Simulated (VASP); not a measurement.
# BAs (F-43m) in VASP: notebook

BAs is run at these levels: r2SCAN0, PBEsol+D3(BJ); tasks: single point.

Program: VASP 6.6.1. These are calculated values, not measurements. Logs are shortened: lines on timing, memory, paths and dates and some standing lists are left out, and cuts for length are marked.

## (1) The cell of the first run

It takes space group F-43m (No. 216, cubic). The conventional cell has a = 4.840 Å, b = 4.840 Å, c = 4.840 Å, α = 90.00°, β = 90.00°, γ = 90.00°. As (site symmetry -43m) has 4 B at 2.10 Å within 2.8 Å. Within 2.8 Å of B (site symmetry -43m) lie 4 As at 2.10 Å.

## (2) Single point, r2SCAN0

POSCAR

```
BAs
1.0
    0.0000000000      2.4199312360      2.4199312360
    2.4199312360      0.0000000000      2.4199312360
    2.4199312360      2.4199312360      0.0000000000
As B
1 1
Direct
    0.7500000000      0.7500000000      0.7500000000
    0.0000000000      0.0000000000      0.0000000000
```

INCAR.step1

```
SYSTEM = BAs
ALGO = Normal
EDIFF = 1E-5
ENCUT = 520
GGA = PE
ISIF = 2
ISMEAR = -1
LASPH = .True.
LCHARG = .False.
LREAL = .False.
LWAVE = .True.
NBANDS = 11
NELM = 100
PREC = Accurate
SIGMA = 0.05
```

INCAR.step2

```
SYSTEM = BAs
AEXX = 0.25
ALGO = Normal
EDIFF = 1E-7
ENCUT = 520
ISIF = 2
ISMEAR = -1
ISTART = 1
LASPH = .True.
LCHARG = .False.
LHFCALC = .True.
LMIXTAU = .True.
LREAL = .False.
LWAVE = .False.
METAGGA = R2SCAN
NBANDS = 11
NELM = 100
PREC = Accurate
PRECFOCK = Normal
SIGMA = 0.05
```

KPOINTS

```
k-points
0
Gamma
  5 5 5
  0 0 0
```

Potentials or basis: VASP PAW PBE potentials, release 64 (As, B).

Started as:

```console
cat potpaw_PBE.64/As/POTCAR potpaw_PBE.64/B/POTCAR > POTCAR
cp INCAR.step1 INCAR
mpirun -np 1 vasp_std > vasp.out
cp INCAR.step2 INCAR
mpirun -np 1 vasp_std > vasp.out
```

OUTCAR:

```text
SYSTEM = BAs
   AEXX = 0.25
   EDIFF = 1E-7
   ENCUT = 520
   ISIF = 2
   ISMEAR = -1
   ISTART = 1
   LASPH = .True.
   LHFCALC = .True.
   LREAL = .False.
   METAGGA = R2SCAN
   NELM = 100
   PREC = Accurate
   PRECFOCK = Normal

 ion  position               nearest neighbor table
   1  0.750  0.750  0.750-   2 2.10   2 2.10   2 2.10   2 2.10
   2  0.000  0.000  0.000-   1 2.10   1 2.10   1 2.10   1 2.10

  LATTYP: Found a face centered cubic cell.
 ALAT       =     4.8398624720

  Lattice vectors:

 A1 = (   0.0000000000,   2.4199312360,   2.4199312360)
 A2 = (   2.4199312360,   0.0000000000,   2.4199312360)
 A3 = (   2.4199312360,   2.4199312360,   0.0000000000)

Analysis of symmetry for initial positions (statically):
=====================================================================
 Subroutine PRICEL returns:
 Original cell was already a primitive cell.

 Routine SETGRP: Setting up the symmetry group for a
 face centered cubic supercell.

 Subroutine GETGRP returns: Found 24 space group operations
 (whereof 24 operations were pure point group operations)
 out of a pool of 48 trial point group operations.

The static configuration has the point symmetry T_d .

Analysis of symmetry for dynamics (positions and initial velocities):
=====================================================================
 Subroutine PRICEL returns:
 Original cell was already a primitive cell.

 Routine SETGRP: Setting up the symmetry group for a
 face centered cubic supercell.

 Subroutine GETGRP returns: Found 24 space group operations
 (whereof 24 operations were pure point group operations)
 out of a pool of 48 trial point group operations.

The dynamic configuration has the point symmetry T_d .

 Subroutine INISYM returns: Found 24 space group operations
 (whereof 24 operations are pure point group operations),
 and found     1 'primitive' translations

----------------------------------------------------------------------------------------

                                     Primitive cell

  volume of cell :      28.3426

  direct lattice vectors                    reciprocal lattice vectors
     0.000000000  2.419931236  2.419931236    -0.206617441  0.206617441  0.206617441
     2.419931236  0.000000000  2.419931236     0.206617441 -0.206617441  0.206617441
     2.419931236  2.419931236  0.000000000     0.206617441  0.206617441 -0.206617441

  length of vectors
     3.422299574  3.422299574  3.422299574     0.357871906  0.357871906  0.357871906

  position of ions in fractional coordinates (direct lattice)
     0.750000000  0.750000000  0.750000000
     0.000000000  0.000000000  0.000000000

  ion indices of the primitive-cell ions
   primitive index   ion index
                 1           1
                 2           2

----------------------------------------------------------------------------------------

 KPOINTS: k-points

Automatic generation of k-mesh.
 Grid dimensions read from file:
 generate k-points for:    5    5    5

 Generating k-lattice:

  Cartesian coordinates                     Fractional coordinates (reciprocal lattice)
    -0.041323488  0.041323488  0.041323488     0.200000000  0.000000000  0.000000000
     0.041323488 -0.041323488  0.041323488     0.000000000  0.200000000  0.000000000
     0.041323488  0.041323488 -0.041323488     0.000000000  0.000000000  0.200000000

  Length of vectors
     0.071574381  0.071574381  0.071574381

  Shift w.r.t. Gamma in fractional coordinates (k-lattice)
     0.000000000  0.000000000  0.000000000

 Subroutine IBZKPT returns following result:
 ===========================================

 Found     10 irreducible k-points:

 Following reciprocal coordinates:
            Coordinates               Weight
  0.000000  0.000000  0.000000      1.000000
  0.200000  0.000000  0.000000      8.000000
  0.400000  0.000000  0.000000      8.000000
  0.200000  0.200000  0.000000      6.000000
  0.400000  0.200000  0.000000     24.000000
 -0.400000  0.200000  0.000000     24.000000
 -0.200000  0.200000  0.000000     12.000000
  0.400000  0.400000  0.000000      6.000000
 -0.400000  0.400000  0.000000     12.000000
 -0.400000  0.400000  0.200000     24.000000
   k-points           NKPTS =     10   k-points in BZ     NKDIM =    125   number of bands    NBANDS=     11
   number of dos      NEDOS =    301   number of ions     NIONS =      2
   total plane-waves  NPLWV =  21952
   dimension x,y,z NGX =    28 NGY =   28 NGZ =   28
   dimension x,y,z NGXF=    56 NGYF=   56 NGZF=   56
   ions per type =               1   1
   NGX,Y,Z   is equivalent  to a cutoff of  13.60, 13.60, 13.60 a.u.
   NGXF,Y,Z  is equivalent  to a cutoff of  27.20, 27.20, 27.20 a.u.
 SYSTEM =  BAs
   PREC   = accura    normal or accurate (medium, high low for compatibility)
   ISTART =      1    job   : 0-new  1-cont  2-samecut
   ICHARG =      0    charge: 1-file 2-atom 10-const
   ISPIN  =      1    spin polarized calculation?
   LNONCOLLINEAR =      F non collinear calculations
   LSORBIT =      F    spin-orbit coupling
   LASPH  =      T    aspherical Exc in radial PAW
   ENCUT  =  520.0 eV  38.22 Ry    6.18 a.u.   6.36  6.36  6.36*2*pi/ulx,y,z
   NELM   =    100;   NELMIN=  2; NELMDL=  0     # of ELM steps
   EDIFF  = 0.1E-06   stopping-criterion for ELM
   LREAL  =      F    real-space projection
   EDIFFG = 0.1E-05   stopping-criterion for IOM
   NSW    =      0    number of steps for IOM
   IBRION =     -1    ionic relax: 0-MD 1-quasi-New 2-CG
   NFREE  =      0    steps in history (QN), initial steepest desc. (CG)
   ISIF   =      2    stress and relaxation
   ISYM   =      3    0-nonsym 1-usesym 2-fastsym
   POTIM  = 0.5000    time-step for ionic-motion
   TEBEG  =    0.0;   TEEND  =   0.0 temperature during run
   PSTRESS=    0.0 pullay stress
   NELECT =       8.0000    total number of electrons
   NUPDOWN=      -1.0000    fix difference up-down
   EMIN   =  10.00;   EMAX   =-10.00  energy-range for DOS
   EFERMI =   0.00;   METHOD = LEGACY
   ISMEAR =    -1;   SIGMA  =   0.05  broadening in eV -4-tet -1-fermi 0-gaus
   EFERMI_NEDOS =   21; number of points for ismear=-14 and -15
   IALGO  =     38    algorithm
   IMIX   =      1    mixing-type and parameters
     AMIX     =   0.40;   BMIX     =  1.00
     AMIX_MAG =   1.60;   BMIX_MAG =  1.00
  volume/ion in A,a.u.               =      14.17        95.63
  Fermi-wavevector in a.u.,A,eV,Ry     =   1.073887  2.029352 15.690683  1.153233
  Thomas-Fermi vector in A             =   2.209699
   LORBIT       =      0    0 simple, 1 ext, 2 COOP (PROOUT), +10 PAW based schemes
   METAGGA = R2SCAN    functional components
   LHFCALC =     T    Hartree Fock is set to
   PRECFOCK=normal    Normal, Fast or Accurate (Low or Medium for compatibility)
   ENCUT4O =  -1.0   cutoff for four orbital integrals eV
   NKREDX  =     1    reduce k-point grid by
   NKREDY  =     1    reduce k-point grid by
   NKREDZ  =     1    reduce k-point grid by
   AEXX    =    0.2500 exact exchange contribution
   HFSCREEN=    0.0000 screening length (either q_TF or 0.3 A-1)
   HFSCREENC=   0.0000 screening length for correlation (either q_TF or 0.3 A-1)
   ENCUTFOCK=  -1.0 apply spherical cutoff to Coloumb kernel
   IVDW    =     0    specifies the selected vdW correction
   LEPSILON=     F    determine dielectric tensor
   LRPA    =     F    only Hartree local field effects (RPA)
 non-spin polarized calculation
  energy-cutoff  :      520.00
  volume of cell :       28.34
 maximum number of plane-waves:       785
 NGX is ok and might be reduce to    28
  NGX = 20; NGY = 20; NGZ = 20

 number of electron       8.0000000 magnetization

 Free energy of the ion-electron system (eV)
  ---------------------------------------------------
  ext. energy  EPLUGINS =         0.00000000
  ---------------------------------------------------
  free energy    TOTEN  =       -22.34453241 eV

  energy without entropy =      -22.34453241  energy(sigma->0) =      -22.34453241

 E-fermi :   6.0075     XC(G=0):  -8.5461

 val. band max:        4.8880007847   @ k =   0.0000   0.0000   0.0000
 cond. band min:       7.5888080223   @ k =   0.4000   0.4000   0.0000
 fundamental gap:      2.7008072377
 Fermi energy:         6.0074843872

 k-point     1 :       0.0000    0.0000    0.0000
  band No.  band energies     occupation
      1     -12.2417      2.00000
      2       4.8880      2.00000
      3       4.8880      2.00000
      4       4.8880      2.00000
      5       9.7451      0.00000
      6       9.7451      0.00000
      7       9.7451      0.00000
      8      11.1852      0.00000
      9      16.5276      0.00000
     10      19.8258      0.00000
     11      19.8258      0.00000

 k-point     2 :       0.2000    0.0000    0.0000
  band No.  band energies     occupation
      1     -11.5316      2.00000
      2       0.7382      2.00000
      3       3.9445      2.00000
      4       3.9445      2.00000
      5       9.6623      0.00000
      6      10.9592      0.00000
      7      10.9592      0.00000
      8      14.0235      0.00000
      9      18.0621      0.00000
     10      18.0621      0.00000
     11      18.2250      0.00000

 k-point     3 :       0.4000    0.0000    0.0000
  band No.  band energies     occupation
      1      -9.6913      2.00000
      2      -3.9098      2.00000
      3       3.0024      2.00000
      4       3.0024      2.00000
      5       9.1457      0.00000
      6      11.4574      0.00000
      7      11.4574      0.00000
      8      15.9999      0.00000
      9      19.1499      0.00000
     10      20.2021      0.00000
     11      20.2021      0.00000
[... 71 lines left out ...]
 k-point     9 :      -0.4000    0.4000    0.0000
  band No.  band energies     occupation
      1      -7.5913      2.00000
      2      -4.4808      2.00000
      3      -1.1922      2.00000
      4       0.8379      2.00000
      5       8.2966      0.00000
      6      11.0403      0.00000
      7      16.9703      0.00000
      8      17.2773      0.00000
      9      18.4464      0.00000
     10      21.2396      0.00000
     11      23.9904      0.00000

 k-point    10 :      -0.4000    0.4000    0.2000
  band No.  band energies     occupation
      1      -8.1600      2.00000
      2      -3.7474      2.00000
      3      -1.0346      2.00000
      4       0.3963      2.00000
      5      11.1148      0.00000
      6      12.0437      0.00000
      7      12.7821      0.00000
      8      16.7247      0.00000
      9      18.2219      0.00000
     10      21.2684      0.00000
     11      23.9431      0.00000

------------------------ aborting loop because EDIFF is reached ----------------------------------------

  FORCE on cell =-STRESS in cart. coord.  units (eV):
  Direction    XX          YY          ZZ          XY          YZ          ZX
  --------------------------------------------------------------------------------------
  -------------------------------------------------------------------------------------
  Total       -1.2641126     -1.2641126     -1.2641126     -0.0000000      0.0000000     -0.0000000
  in kB      -71.4590565    -71.4590565    -71.4590565     -0.0000000      0.0000000     -0.0000000
  external PRESSURE =     -71.4590565 kB  Pullay stress =       0.0000000 kB

 VOLUME and BASIS-vectors are now :
 -----------------------------------------------------------------------------
  energy-cutoff  :      520.00
  volume of cell :       28.34
      direct lattice vectors                 reciprocal lattice vectors
     0.000000000  2.419931236  2.419931236    -0.206617441  0.206617441  0.206617441
     2.419931236  0.000000000  2.419931236     0.206617441 -0.206617441  0.206617441
     2.419931236  2.419931236  0.000000000     0.206617441  0.206617441 -0.206617441

 POSITION                                       TOTAL-FORCE (eV/Angst)
 -----------------------------------------------------------------------------------
      3.62990      3.62990      3.62990         0.000000      0.000000      0.000000
      0.00000      0.00000      0.00000        -0.000000     -0.000000     -0.000000
 -----------------------------------------------------------------------------------
    total drift:                                0.000000     -0.000000      0.000000

  FREE ENERGIE OF THE ION-ELECTRON SYSTEM (eV)
  ---------------------------------------------------
  free  energy   TOTEN  =       -22.3445324137 eV

  energy  without entropy=      -22.3445324137  energy(sigma->0) =      -22.34453241
```

Wall time 3 min (1 thread of AMD EPYC 7R13 (Zen 3), shared host); peak memory 0.14 GiB.

What came out:

* Free energy: -22.3445 eV
* Pressure: -7.1 GPa
* Band gap on the k mesh: 2.70 eV (least direct gap 4.86 eV)

Caveat: the k points lie up to 0.45 Å⁻¹ apart; the PAW data sets were made with another functional, which shifts forces and pressure a little; an odd mesh through Γ misses points on the zone boundary, where band edges can lie.

## (3) Single point, r2SCAN0

This run uses another cell than the first one, of 14.44 Å³/atom.

POSCAR

```
BAs
1.0
    0.0000000000      2.4353452264      2.4353452264
    2.4353452264      0.0000000000      2.4353452264
    2.4353452264      2.4353452264      0.0000000000
As B
1 1
Direct
    0.7500000000      0.7500000000      0.7500000000
    0.0000000000      0.0000000000      0.0000000000
```

INCAR.step1

```
PREC = Accurate
ENCUT = 520
EDIFF = 1E-5
ISMEAR = -1
SIGMA = 0.05
LREAL = False
LASPH = True
NELM = 100
ALGO = Normal
ISIF = 2
LWAVE = True
NBANDS = 11
GGA = PE
```

INCAR.step2

```
PREC = Accurate
ENCUT = 520
EDIFF = 1E-7
ISMEAR = -1
SIGMA = 0.05
LREAL = False
LASPH = True
NELM = 100
ALGO = Normal
ISIF = 2
LWAVE = False
LCHARG = True
METAGGA = R2SCAN
LHFCALC = True
AEXX = 0.25
LMIXTAU = True
PRECFOCK = Normal
LELF = True
LVHAR = True
NBANDS = 11
ISTART = 1
```

KPOINTS

```
regular mesh
0
Gamma
  5 5 5
```

Potentials or basis: VASP PAW PBE potentials, release 64 (As, B).

Started as:

```console
cat potpaw_PBE.64/As/POTCAR potpaw_PBE.64/B/POTCAR > POTCAR
cp INCAR.step1 INCAR
mpirun -np 1 vasp_std > vasp.out
cp INCAR.step2 INCAR
mpirun -np 1 vasp_std > vasp.out
```

Run time: 3 min. Hardware: 1 thread of AMD EPYC 7R13 (Zen 3), shared host; peak memory 0.14 GiB.

It converged, with:

```
Free energy            : -22.3164 eV
Pressure               : -9.4 GPa
Band gap on the k mesh : 2.72 eV (least direct gap 4.83 eV)
```

Levels at points of the mesh, in eV from the valence-band top:
```tsv
k point	band 2	band 3	band 4	band 5	band 6	band 7
(0.00, 0.00, 0.00)	0.00	0.00	0.00	4.83	4.83	4.83
```

Caveat: the k points lie up to 0.45 Å⁻¹ apart; the PAW data sets were made with another functional, which shifts forces and pressure a little; an odd mesh through Γ misses points on the zone boundary, where band edges can lie.

## (4) Single point, r2SCAN0

This run uses another cell than the first one, of 13.63 Å³/atom.

POSCAR

```
BAs
1.0
    0.0000000000      2.3885000000      2.3885000000
    2.3885000000      0.0000000000      2.3885000000
    2.3885000000      2.3885000000      0.0000000000
As B
1 1
Direct
    0.7500000000      0.7500000000      0.7500000000
    0.0000000000      0.0000000000      0.0000000000
```

INCAR.step1

```
SYSTEM = BAs
PREC     = Accurate       ! precision mode
ENCUT    = 520            ! plane-wave cutoff, eV
EDIFF    = 1E-5           ! SCF threshold, eV
ISMEAR   = -1             ! smearing method
SIGMA    = 0.05           ! smearing width, eV
LREAL    = .FALSE.        ! projectors in reciprocal space
LASPH    = .TRUE.         ! aspherical terms in the spheres
NELM     = 100            ! most SCF steps
ALGO     = Normal         ! electronic algorithm
ISIF     = 2              ! what is computed and relaxed
LWAVE    = .TRUE.         ! write WAVECAR
LCHARG   = .FALSE.        ! write CHGCAR
NBANDS   = 11             ! bands
GGA      = PE             ! functional
```

INCAR.step2

```
SYSTEM = BAs
PREC     = Accurate       ! precision mode
ENCUT    = 520            ! plane-wave cutoff, eV
EDIFF    = 1E-7           ! SCF threshold, eV
ISMEAR   = -1             ! smearing method
SIGMA    = 0.05           ! smearing width, eV
LREAL    = .FALSE.        ! projectors in reciprocal space
LASPH    = .TRUE.         ! aspherical terms in the spheres
NELM     = 100            ! most SCF steps
ALGO     = Normal         ! electronic algorithm
ISIF     = 2              ! what is computed and relaxed
LWAVE    = .FALSE.        ! write WAVECAR
LCHARG   = .FALSE.        ! write CHGCAR
METAGGA  = R2SCAN         ! meta-GGA
LHFCALC  = .TRUE.         ! exact exchange
AEXX     = 0.25           ! exact-exchange fraction
LMIXTAU  = .TRUE.       
PRECFOCK = Normal       
NBANDS   = 11             ! bands
ISTART   = 1
```

KPOINTS

```
Automatic mesh
0
G
  6 6 6
  0 0 0
```

Started as:

```console
cat potpaw_PBE.64/As/POTCAR potpaw_PBE.64/B/POTCAR > POTCAR
cp INCAR.step1 INCAR
mpirun -np 1 vasp_std > vasp.out
cp INCAR.step2 INCAR
mpirun -np 1 vasp_std > vasp.out
```

Run time: 7.9 min. Hardware: 1 thread of AMD EPYC 7R13 (Zen 3), shared host; peak memory 0.15 GiB.

The run converged. Its results:

```yaml
Free_energy: -22.3990 eV
Pressure: -2.0 GPa
Band_gap_on_the_k_mesh: 2.74 eV (least direct gap 4.87 eV)
```

Levels at points of the mesh, in eV from the valence-band top:
| k point | band 1 | band 2 | band 3 | band 4 | band 5 | band 6 | band 7 | band 8 |
| --- | --- | --- | --- | --- | --- | --- | --- | --- |
| (0.00, 0.00, 0.00) | -17.54 | 0.00 | 0.00 | 0.00 | 4.87 | 4.87 | 4.87 | 6.81 |
| (0.50, 0.00, 0.00) | -14.26 | -10.07 | -2.09 | -2.09 | 4.40 | 6.55 | 6.55 | 11.18 |
| (0.50, 0.50, 0.00) | -12.68 | -9.90 | -4.66 | -4.66 | 2.89 | 2.97 | 14.13 | 14.13 |

Caveat: the PAW data sets were made with another functional, which shifts forces and pressure a little.

## (5) Single point, PBEsol+D3(BJ)

This run uses another cell than the first one, of 13.23 Å³/atom.

INCAR

```
PREC = Accurate
ENCUT = 520
EDIFF = 1E-6
ISMEAR = -1
SIGMA = 0.05
LREAL = F
LASPH = T
NELM = 60
ALGO = Normal
ISIF = 2
LWAVE = F
LCHARG = T
GGA = PS
IVDW = 12
LELF = T
LVHAR = T
NBANDS = 11
```

KPOINTS

```
Automatic mesh
0
Gamma
  10 10 10
```

POSCAR

```
BAs
1.0
    0.0000000000      2.3652455902      2.3652455902
    2.3652455902      0.0000000000      2.3652455902
    2.3652455902      2.3652455902      0.0000000000
As B
1 1
Direct
    0.7500000000      0.7500000000      0.7500000000
    0.0000000000      0.0000000000      0.0000000000
```

Started as:

```console
cat potpaw_PBE.64/As/POTCAR potpaw_PBE.64/B/POTCAR > POTCAR
mpirun -np 1 vasp_std > vasp.out
```

It took 27 s on 1 thread of Intel Xeon Platinum 8375C at 2.90GHz (Ice Lake), shared host; peak memory 0.17 GiB.

It converged, with:

| Item | Value |
| --- | --- |
| Free energy | -12.7571 eV |
| Pressure | 1.0 GPa |
| Band gap on the k mesh | 1.05 eV (least direct gap 3.28 eV) |
| Dispersion energy per atom | -0.282 eV |

Levels at points of the mesh, in eV from the valence-band top:
```
           k point  band 1  band 2  band 3  band 4  band 5  band 6  band 7  band 8
(0.00, 0.00, 0.00)  -15.71    0.00    0.00    0.00    3.28    3.28    3.28    5.06
(0.50, 0.00, 0.00)  -12.72   -9.05   -1.88   -1.88    2.83    4.76    4.76    8.76
(0.50, 0.50, 0.00)  -11.36   -8.70   -4.23   -4.23    1.28    1.30   11.63   11.63
```

Caveat: the PAW data sets were made with another functional, which shifts forces and pressure a little.

## (6) The runs side by side

| level | cell | k mesh | grid for exact exchange (PRECFOCK) | share of exact exchange | gap on the mesh (eV) | pressure (GPa) |
| --- | --- | --- | --- | --- | --- | --- |
| r2SCAN0 | a = 3.422 Å, angles 60.0°, 2 atoms | 5 × 5 × 5 | Normal | 0.25 | 2.70 | -7.1 |
| r2SCAN0 | a = 3.444 Å, angles 60.0°, 2 atoms | 5 × 5 × 5 | Normal | 0.25 | 2.72 | -9.4 |
| r2SCAN0 | a = 3.378 Å, angles 60.0°, 2 atoms | 6 × 6 × 6 | Normal | 0.25 | 2.74 | -2.0 |
| PBEsol+D3(BJ) | a = 3.345 Å, angles 60.0°, 2 atoms | 10 × 10 × 10 | - | - | 1.05 | 1.0 |

Alike in all rows: task single point; potentials or basis VASP PAW PBE potentials, release 64 (As, B); no spin polarisation; cutoff (eV) 520; smearing fermi-dirac 0.05 eV.

Caveats: some runs use coarse meshes; the PAW data sets were made with another functional, which shifts forces and pressure a little; an odd mesh through Γ misses points on the zone boundary, where band edges can lie (at least some runs).

Total energies depend on the potentials used, so only differences within one code and one set of settings carry meaning.
